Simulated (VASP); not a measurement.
Here is a VASP 6.6.1 calculation.

File INCAR:

```
PREC = Accurate
ENCUT = 520
EDIFF = 1E-7
ISMEAR = -1
SIGMA = 0.02
LREAL = False
LASPH = True
NELM = 100
ALGO = Normal
ISIF = 2
LWAVE = False
LCHARG = False
NBANDS = 11
```

Contents of KPOINTS:

```
regular mesh
0
Gamma
  10 10 10
```

POSCAR

```
AlN
1.0
    0.0000000000      1.9845714768      1.9845714768
    1.9845714768      0.0000000000      1.9845714768
    1.9845714768      1.9845714768      0.0000000000
Al N
1 1
Direct
    0.0000000000      0.0000000000      0.0000000000
    0.5000000000      0.5000000000      0.5000000000
```

Potentials or basis: VASP PAW LDA potentials, release 64 (Al, N).

The run is started by

```sh
$ cat potpaw_LDA.64/Al/POTCAR potpaw_LDA.64/N/POTCAR > POTCAR
$ mpirun -np 1 vasp_std > vasp.out
```

(1) Estimate the band gap on the k mesh.

(2) Predict the pressure.

## Answers

(1) 5.01 eV, indirect (least direct gap 6.60 eV).

(2) 10.0 GPa.
